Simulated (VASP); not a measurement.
A run of VASP 6.6.1:

Contents of INCAR:

```
PREC = Accurate ; ENCUT = 520
EDIFF = 1E-7 ; ISMEAR = 0
SIGMA = 0.15 ; LREAL = F
LASPH = T ; NELM = 80
ALGO = Fast ; ISIF = 2
LWAVE = F ; LCHARG = F
GGA = PE ; NBANDS = 13
```

File KPOINTS:

```
regular mesh
0
Gamma
  20 20 20
```

File POSCAR:

```
Mo
1.0
   -1.5802194349      1.5802194349      1.5802194349
    1.5802194349     -1.5802194349      1.5802194349
    1.5802194349      1.5802194349     -1.5802194349
Mo
1
Direct
    0.0000000000      0.0000000000      0.0000000000
```

Potentials or basis: VASP PAW PBE potentials, release 64 (Mo_sv).

The run is started by

```sh
$ cat potpaw_PBE.64/Mo_sv/POTCAR > POTCAR
$ mpirun -np 1 vasp_std > vasp.out
```

Hardware: 1 thread of AMD EPYC 7R13 Processor (Zen 3), with other jobs on the host.

Problem. Estimate the wall time of this run.

Solution. It took 36 s on 1 thread of AMD EPYC 7R13 Processor (Zen 3) (shared host), peak memory 0.13 GiB. Counts: scf iterations 15, k points 256.
